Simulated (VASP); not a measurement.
# MnO2 (P-3m1) in VASP: notebook

MnO2 is run at these levels: PBEsol+D3(BJ), BLYP+D4, PBEsol+D4, revPBE+D4; tasks: single point.

Everything below comes from runs of VASP 6.6.1. Logs are shortened: lines on timing, memory, paths and dates and some standing lists are left out, and cuts for length are marked.

## Step 1: The cell of the first run

The structure is trigonal, space group P-3m1 (No. 164). Conventional cell: a = 2.833 Å, b = 2.833 Å, c = 4.470 Å, α = 90.00°, β = 90.00°, γ = 120.00°. Within 2.5 Å of Mn (site symmetry -3m) lie 6 O at 1.89 Å. Within 2.5 Å of O (site symmetry 3m) lie 3 Mn at 1.89 Å.

## Step 2: Single point, PBEsol+D3(BJ), collinear spin, ferromagnetic start

Contents of INCAR:

```
SYSTEM = MnO2
PREC = Accurate
ENCUT = 520
EDIFF = 1E-6
ISMEAR = -1
SIGMA = 0.05
LREAL = .False.
LASPH = .True.
NELM = 150
ALGO = Normal
ISIF = 2
LWAVE = .False.
LCHARG = .False.
ISPIN = 2
MAGMOM = 4 0 0
LORBIT = 11
LMAXMIX = 4
GGA = PS
IVDW = 12
NBANDS = 24
```

Contents of KPOINTS:

```
regular mesh
0
Gamma
  11 11 6
  0 0 0
```

Contents of POSCAR:

```
MnO2
1.0
    2.8333210521      0.0000000000      0.0000000000
   -1.4166605260      2.4537280082      0.0000000000
    0.0000000000      0.0000000000      4.4695620671
Mn O
1 2
Direct
    0.0000000000      0.0000000000      0.5000000000
    0.3333333333      0.6666666667      0.7126126541
    0.6666666667      0.3333333333      0.2873873459
```

Potentials or basis: VASP PAW PBE potentials, release 64 (Mn_pv, O).

Launch:

```sh
cat potpaw_PBE.64/Mn_pv/POTCAR potpaw_PBE.64/O/POTCAR > POTCAR
mpirun -np 1 vasp_std > vasp.out
```

OUTCAR:

```text
SYSTEM = MnO2
   PREC = Accurate
   ENCUT = 520
   EDIFF = 1E-6
   ISMEAR = -1
   LREAL = .False.
   LASPH = .True.
   NELM = 150
   ISIF = 2
   ISPIN = 2
   LORBIT = 11
   GGA = PS
   IVDW = 12
 IVDW          = 12

 ion  position               nearest neighbor table
   1  0.000  0.000  0.500-   2 1.89   3 1.89   2 1.89   3 1.89   3 1.89   2 1.89
   2  0.333  0.667  0.713-   1 1.89   1 1.89   1 1.89
   3  0.667  0.333  0.287-   1 1.89   1 1.89   1 1.89

  LATTYP: Found a hexagonal cell.
 ALAT       =     2.8333210521
 C/A-ratio  =     1.5774993320

  Lattice vectors:

 A1 = (   2.8333210521,   0.0000000000,   0.0000000000)
 A2 = (  -1.4166605260,   2.4537280082,   0.0000000000)
 A3 = (   0.0000000000,   0.0000000000,   4.4695620671)

Analysis of symmetry for initial positions (statically):
=====================================================================
 Subroutine PRICEL returns:
 Original cell was already a primitive cell.

 Routine SETGRP: Setting up the symmetry group for a
 hexagonal supercell.

 Subroutine GETGRP returns: Found 12 space group operations
 (whereof 12 operations were pure point group operations)
 out of a pool of 24 trial point group operations.

The static configuration has the point symmetry D_3d.

Analysis of symmetry for dynamics (positions and initial velocities):
=====================================================================
 Subroutine PRICEL returns:
 Original cell was already a primitive cell.

 Routine SETGRP: Setting up the symmetry group for a
 hexagonal supercell.

 Subroutine GETGRP returns: Found 12 space group operations
 (whereof 12 operations were pure point group operations)
 out of a pool of 24 trial point group operations.

The dynamic configuration has the point symmetry D_3d.

Analysis of structural, dynamic, and magnetic symmetry:
=====================================================================
 Subroutine PRICEL returns:
 Original cell was already a primitive cell.

 Routine SETGRP: Setting up the symmetry group for a
 hexagonal supercell.

 Subroutine GETGRP returns: Found 12 space group operations
 (whereof 12 operations were pure point group operations)
 out of a pool of 24 trial point group operations.

The overall configuration has the point symmetry D_3d.

 Subroutine INISYM returns: Found 12 space group operations
 (whereof 12 operations are pure point group operations),
 and found     1 'primitive' translations

----------------------------------------------------------------------------------------

                                     Primitive cell

  volume of cell :      31.0733

  direct lattice vectors                    reciprocal lattice vectors
     2.833321052  0.000000000  0.000000000     0.352942706  0.203771566  0.000000000
    -1.416660526  2.453728008  0.000000000     0.000000000  0.407543133  0.000000000
     0.000000000  0.000000000  4.469562067     0.000000000  0.000000000  0.223735566

  length of vectors
     2.833321052  2.833321052  4.469562067     0.407543133  0.407543133  0.223735566

  position of ions in fractional coordinates (direct lattice)
     0.000000000  0.000000000  0.500000000
     0.333333333  0.666666667  0.712612654
     0.666666667  0.333333333  0.287387346

  ion indices of the primitive-cell ions
   primitive index   ion index
                 1           1
                 2           2
                 3           3

----------------------------------------------------------------------------------------

 KPOINTS: regular mesh

Automatic generation of k-mesh.
 Grid dimensions read from file:
 generate k-points for:   11   11    6

 Generating k-lattice:

  Cartesian coordinates                     Fractional coordinates (reciprocal lattice)
     0.032085701  0.018524688  0.000000000     0.090909091  0.000000000  0.000000000
     0.000000000  0.037049376  0.000000000     0.000000000  0.090909091  0.000000000
     0.000000000  0.000000000  0.037289261     0.000000000  0.000000000  0.166666667

  Length of vectors
     0.037049376  0.037049376  0.037289261

  Shift w.r.t. Gamma in fractional coordinates (k-lattice)
     0.000000000  0.000000000  0.000000000

 Subroutine IBZKPT returns following result:
 ===========================================

 Found     84 irreducible k-points:

 Following reciprocal coordinates:
            Coordinates               Weight
  0.000000  0.000000  0.000000      1.000000
  0.090909  0.000000  0.000000      6.000000
  0.181818  0.000000  0.000000      6.000000
  0.272727  0.000000  0.000000      6.000000
  0.363636 -0.000000  0.000000      6.000000
  0.454545  0.000000  0.000000      6.000000
[... 16 lines left out ...]
  0.000000  0.272727  0.166667      6.000000
  0.363636 -0.000000  0.166667      6.000000
 [... further k-points ...]
   k-points           NKPTS =     84   k-points in BZ     NKDIM =     84   number of bands    NBANDS=     24
   number of dos      NEDOS =    301   number of ions     NIONS =      3
   total plane-waves  NPLWV =  20736
   dimension x,y,z NGX =    24 NGY =   24 NGZ =   36
   dimension x,y,z NGXF=    48 NGYF=   48 NGZF=   72
   ions per type =               1   2
   NGX,Y,Z   is equivalent  to a cutoff of  14.08, 14.08, 13.39 a.u.
   NGXF,Y,Z  is equivalent  to a cutoff of  28.16, 28.16, 26.78 a.u.
 SYSTEM =  MnO2
   PREC   = accura    normal or accurate (medium, high low for compatibility)
   ISTART =      0    job   : 0-new  1-cont  2-samecut
   ICHARG =      2    charge: 1-file 2-atom 10-const
   ISPIN  =      2    spin polarized calculation?
   LNONCOLLINEAR =      F non collinear calculations
   LSORBIT =      F    spin-orbit coupling
   LASPH  =      T    aspherical Exc in radial PAW
   ENCUT  =  520.0 eV  38.22 Ry    6.18 a.u.   5.27  5.27  8.31*2*pi/ulx,y,z
   NELM   =    150;   NELMIN=  2; NELMDL= -5     # of ELM steps
   EDIFF  = 0.1E-05   stopping-criterion for ELM
   LREAL  =      F    real-space projection
[... 7 lines left out ...]
   TEBEG  =    0.0;   TEEND  =   0.0 temperature during run
   PSTRESS=    0.0 pullay stress
   NELECT =      25.0000    total number of electrons
   NUPDOWN=      -1.0000    fix difference up-down
   EMIN   =  10.00;   EMAX   =-10.00  energy-range for DOS
   EFERMI =   0.00;   METHOD = LEGACY
   ISMEAR =    -1;   SIGMA  =   0.05  broadening in eV -4-tet -1-fermi 0-gaus
   EFERMI_NEDOS =   21; number of points for ismear=-14 and -15
   IALGO  =     38    algorithm
   IMIX   =      4    mixing-type and parameters
     AMIX     =   0.40;   BMIX     =  1.00
     AMIX_MAG =   1.60;   BMIX_MAG =  1.00
  volume/ion in A,a.u.               =      10.36        69.90
  Fermi-wavevector in a.u.,A,eV,Ry     =   1.522623  2.877341 31.543494  2.318381
  Thomas-Fermi vector in A             =   2.631177
   LORBIT       =     11    0 simple, 1 ext, 2 COOP (PROOUT), +10 PAW based schemes
   GGA     = PS    functional components
   LHFCALC =     F    Hartree Fock is set to
   AEXX    =    0.0000 exact exchange contribution
   IVDW    =    12    specifies the selected vdW correction
   LEPSILON=     F    determine dielectric tensor
   LRPA    =     F    only Hartree local field effects (RPA)
 spin polarized calculation
  energy-cutoff  :      520.00
  volume of cell :       31.07
 maximum number of plane-waves:       847
 NGX is ok and might be reduce to    24
   NGX = 11   NGY = 11   NGZ = 17

 number of electron      25.0000003 magnetization       2.9998199

 Free energy of the ion-electron system (eV)
  ---------------------------------------------------
  ext. energy  EPLUGINS =         0.00000000
  ---------------------------------------------------
  free energy    TOTEN  =       -25.04158176 eV

  energy without entropy =      -25.04154059  energy(sigma->0) =      -25.04156117

 E-fermi :   4.0745     XC(G=0): -11.3730

 val. band max:        3.7543909767   @ k =   0.0909   0.0000   0.5000
 cond. band min:       4.3637975226   @ k =   0.0000   0.0000   0.5000
 fundamental gap:      0.6094065459
 Fermi energy:         4.0745347468

 spin component 1

 k-point     1 :       0.0000    0.0000    0.0000
  band No.  band energies     occupation
      1     -46.5035      1.00000
      2     -46.5035      1.00000
      3     -46.4936      1.00000
      4     -16.1281      1.00000
      5     -13.6532      1.00000
      6      -2.9255      1.00000
[... 16 lines left out ...]
     23      27.6549      0.00000
     24      27.8114      0.00000
[... 598 lines left out ...]
      2     -46.5374      1.00000
      3     -46.4683      1.00000
      4     -14.7481      1.00000
      5     -14.0991      1.00000
      6      -2.9772      1.00000
[... 16 lines left out ...]
     23      24.6337      0.00000
     24      27.0551      0.00000

 [... further k-points ...]

 spin component 2

 k-point     1 :       0.0000    0.0000    0.0000
  band No.  band energies     occupation
      1     -43.4883      1.00000
      2     -43.4883      1.00000
      3     -43.3395      1.00000
      4     -15.9400      1.00000
      5     -13.5085      1.00000
      6      -2.0960      1.00000
[... 16 lines left out ...]
     23      28.5380      0.00000
     24      28.6028      0.00000
[... 598 lines left out ...]
      2     -43.5273      1.00000
      3     -43.3077      1.00000
      4     -14.5705      1.00000
      5     -13.9300      1.00000
      6      -2.2172      1.00000
[... 16 lines left out ...]
     23      25.3433      0.00000
     24      27.2484      0.00000

 [... further k-points ...]

------------------------ aborting loop because EDIFF is reached ----------------------------------------

 Edisp (eV)   -0.34121

 E8    (eV) :    -0.1985

  FORCE on cell =-STRESS in cart. coord.  units (eV):
  Direction    XX          YY          ZZ          XY          YZ          ZX
  --------------------------------------------------------------------------------------
  -------------------------------------------------------------------------------------
  Total       0.23457     0.23457     0.09935     0.00000     0.00000    -0.00000
  in kB      12.09461    12.09461     5.12261     0.00000     0.00000    -0.00000
  external pressure =        9.77 kB  Pullay stress =        0.00 kB

 VOLUME and BASIS-vectors are now :
 -----------------------------------------------------------------------------
  energy-cutoff  :      520.00
  volume of cell :       31.07
      direct lattice vectors                 reciprocal lattice vectors
     2.833321052  0.000000000  0.000000000     0.352942706  0.203771566  0.000000000
    -1.416660526  2.453728008  0.000000000     0.000000000  0.407543133  0.000000000
     0.000000000  0.000000000  4.469562067     0.000000000  0.000000000  0.223735566

 POSITION                                       TOTAL-FORCE (eV/Angst)
 -----------------------------------------------------------------------------------
      0.00000      0.00000      2.23478         0.000000     -0.000000     -0.000000
     -0.00000      1.63582      3.18507         0.000000      0.000000      0.087182
      1.41666      0.81791      1.28450        -0.000000     -0.000000     -0.087182
 -----------------------------------------------------------------------------------
    total drift:                               -0.000000      0.000000      0.000000

  FREE ENERGIE OF THE ION-ELECTRON SYSTEM (eV)
  ---------------------------------------------------
  free  energy   TOTEN  =       -25.3827892882 eV

  energy  without entropy=      -25.3827481103  energy(sigma->0) =      -25.38276870

 total charge

# of ion       s       p       d       tot
------------------------------------------
    1        0.368   6.493   4.959  11.820
    2        1.578   3.407   0.000   4.985
    3        1.578   3.407   0.000   4.985
--------------------------------------------------
tot          3.524  13.307   4.959  21.791

 magnetization (x)

# of ion       s       p       d       tot
------------------------------------------
    1        0.030   0.040   2.745   2.816
    2        0.004   0.047   0.000   0.051
    3        0.004   0.047   0.000   0.051
--------------------------------------------------
tot          0.038   0.135   2.745   2.918
```

It took 74 s on 1 thread of AMD EPYC 9R45 (Zen 5), shared host; peak memory 0.21 GiB.

Results:

| Property | Result |
| --- | --- |
| Free energy | -25.3828 eV |
| Pressure | 1.0 GPa |
| Largest force | 0.087 eV/Å |
| Band gap on the k mesh | 0.61 eV, indirect (least direct gap 0.67 eV) |
| Net moment | 3.00 μB per cell |
| Site moments | Mn +2.82; O +0.05 μB |
| Valence electrons inside the program's atomic spheres | Mn 11.82; O 4.99 |
| Dispersion energy per atom | -0.114 eV |

Forces on the atoms (eV/Å):
```
Mn   0.000  0.000  0.000
O    0.000  0.000  0.087
O    0.000  0.000 -0.087
```

Stress tensor (GPa, compression positive):
```
1.21 0.00 0.00
0.00 1.21 0.00
0.00 0.00 0.51
```

Levels at points of the mesh, in eV from the valence-band top:
Spin up:
```
           k point  band 12  band 13  band 14  band 15  band 16  band 17
(0.00, 0.00, 0.00)    -1.56    -1.23    -0.43     2.81     2.81     7.13
(0.00, 0.00, 0.50)    -1.62    -1.62    -0.06     2.88     2.88     9.25
```
Spin down:
| k point | band 7 | band 8 | band 9 | band 10 | band 11 | band 12 | band 13 | band 14 | band 15 | band 16 |
| --- | --- | --- | --- | --- | --- | --- | --- | --- | --- | --- |
| (0.00, 0.00, 0.00) | -5.26 | -5.26 | -1.45 | -1.45 | -1.03 | 0.62 | 0.62 | 2.28 | 4.17 | 4.17 |
| (0.00, 0.00, 0.50) | -5.24 | -4.75 | -2.64 | -1.52 | -1.52 | 0.61 | 0.61 | 2.44 | 4.23 | 4.23 |

Caveat: the PAW data sets were made with another functional, which shifts forces and pressure a little; a cell with one magnetic atom can't hold antiferromagnetic order, which such compounds often take. A k mesh can miss the band edges.

## Step 3: Single point, BLYP+D4, collinear spin, ferromagnetic start

This run uses another cell than the first one, of 10.47 Å³/atom, 1.010 times its volume.

Contents of INCAR:

```
SYSTEM = MnO2
PREC = Accurate
ENCUT = 520
EDIFF = 1E-6
ISMEAR = -1
SIGMA = 0.05
LREAL = .FALSE.
LASPH = .TRUE.
NELM = 150
ALGO = Normal
ISIF = 2
LWAVE = .FALSE.
LCHARG = .FALSE.
ISPIN = 2
MAGMOM = 4 0 0
LORBIT = 11
LMAXMIX = 4
GGA = B5
ALDAX = 1.0
AGGAX = 1.0
AGGAC = 1.0
ALDAC = 0.0
IVDW = 13
NBANDS = 24
VDW_S6 = 1.0
VDW_S8 = 2.34076671
VDW_A1 = 0.44488865
VDW_A2 = 4.0933009
```

Contents of KPOINTS:

```
Automatic mesh
0
G
  11 11 6
  0 0 0
```

Contents of POSCAR:

```
MnO2
1.0
    2.8877420230      0.0000000000      0.0000000000
   -1.4438710115      2.5008579515      0.0000000000
    0.0000000000      0.0000000000      4.3476281153
Mn O
1 2
Direct
    0.0000000000      0.0000000000      0.5000000000
    0.3333333333      0.6666666667      0.7190657288
    0.6666666667      0.3333333333      0.2809342712
```

Potentials or basis: VASP PAW PBE potentials, release 64 (Mn_pv, O).

Launch:

```sh
cat potpaw_PBE.64/Mn_pv/POTCAR potpaw_PBE.64/O/POTCAR > POTCAR
mpirun -np 1 vasp_std > vasp.out
```

OUTCAR:

```text
SYSTEM = MnO2
   PREC = Accurate
   ENCUT = 520
   EDIFF = 1E-6
   ISMEAR = -1
   LREAL = .FALSE.
   LASPH = .TRUE.
   NELM = 150
   ISIF = 2
   ISPIN = 2
   LORBIT = 11
   GGA = B5
   IVDW = 13

 ion  position               nearest neighbor table
   1  0.000  0.000  0.500-   2 1.92   3 1.92   3 1.92   2 1.92   3 1.92   2 1.92
   2  0.333  0.667  0.719-   1 1.92   1 1.92   1 1.92
   3  0.667  0.333  0.281-   1 1.92   1 1.92   1 1.92

  LATTYP: Found a hexagonal cell.
 ALAT       =     2.8877420230
 C/A-ratio  =     1.5055458835

  Lattice vectors:

 A1 = (   2.8877420230,   0.0000000000,   0.0000000000)
 A2 = (  -1.4438710115,   2.5008579515,   0.0000000000)
 A3 = (   0.0000000000,   0.0000000000,   4.3476281153)

Analysis of symmetry for initial positions (statically):
=====================================================================
 Subroutine PRICEL returns:
 Original cell was already a primitive cell.

 Routine SETGRP: Setting up the symmetry group for a
 hexagonal supercell.

[... 1493 lines left out ...]
------------------------ aborting loop because EDIFF is reached ----------------------------------------

  DFT-D4 for vdW energy calculation

  Edisp (eV):   -1.05731

  FORCE on cell =-STRESS in cart. coord.  units (eV):
  Direction    XX          YY          ZZ          XY          YZ          ZX
  --------------------------------------------------------------------------------------
  -------------------------------------------------------------------------------------
  Total       0.25676     0.25676     0.10032    -0.00000     0.00000     0.00000
  in kB      13.10213    13.10213     5.11940    -0.00000     0.00000     0.00000
  external pressure =       10.44 kB  Pullay stress =        0.00 kB

 VOLUME and BASIS-vectors are now :
 -----------------------------------------------------------------------------
  energy-cutoff  :      520.00
  volume of cell :       31.40
      direct lattice vectors                 reciprocal lattice vectors
     2.887742023  0.000000000  0.000000000     0.346291321  0.199931387  0.000000000
    -1.443871011  2.500857952  0.000000000     0.000000000  0.399862775  0.000000000
     0.000000000  0.000000000  4.347628115     0.000000000  0.000000000  0.230010473

 POSITION                                       TOTAL-FORCE (eV/Angst)
 -----------------------------------------------------------------------------------
      0.00000      0.00000      2.17381        -0.000000     -0.000000      0.000000
     -0.00000      1.66724      3.12623        -0.000000      0.000000      0.092976
      1.44387      0.83362      1.22140         0.000000     -0.000000     -0.092976
 -----------------------------------------------------------------------------------
    total drift:                                0.000000      0.000000      0.000000

  FREE ENERGIE OF THE ION-ELECTRON SYSTEM (eV)
  ---------------------------------------------------
  free  energy   TOTEN  =       -23.5496691218 eV

  energy  without entropy=      -23.5496490361  energy(sigma->0) =      -23.54965908

 total charge

# of ion       s       p       d       tot
------------------------------------------
    1        0.337   6.437   4.908  11.682
    2        1.576   3.416   0.000   4.992
    3        1.576   3.416   0.000   4.992
--------------------------------------------------
tot          3.488  13.269   4.908  21.665

 magnetization (x)

# of ion       s       p       d       tot
------------------------------------------
    1        0.027   0.033   2.754   2.813
    2        0.004   0.050   0.000   0.055
    3        0.004   0.050   0.000   0.055
--------------------------------------------------
tot          0.036   0.133   2.754   2.923
```

Run time: 72 s. Hardware: 1 thread of AMD EPYC 9R45 (Zen 5), shared host; peak memory 0.19 GiB.

Results:

```yaml
Free_energy: -23.5497 eV
Pressure: 1.0 GPa
Largest_force: 0.093 eV/Å
Band_gap_on_the_k_mesh: 0.70 eV, indirect (least direct gap 0.76 eV)
Net_moment: 3.00 μB per cell
Site_moments: Mn +2.81; O +0.06 μB
Valence_electrons_inside_the_program's_atomic_spheres: Mn 11.68; O 4.99
Dispersion_energy_per_atom: -0.352 eV
```

Forces in eV/Å, atoms in the order of the input:
```
Mn   0.000  0.000  0.000
O    0.000  0.000  0.093
O    0.000  0.000 -0.093
```

Caveat: the PAW data sets were made with another functional, which shifts forces and pressure a little; a cell with one magnetic atom can't hold antiferromagnetic order, which such compounds often take. A k mesh can miss the band edges.

(Continued in part 2 of 2.)
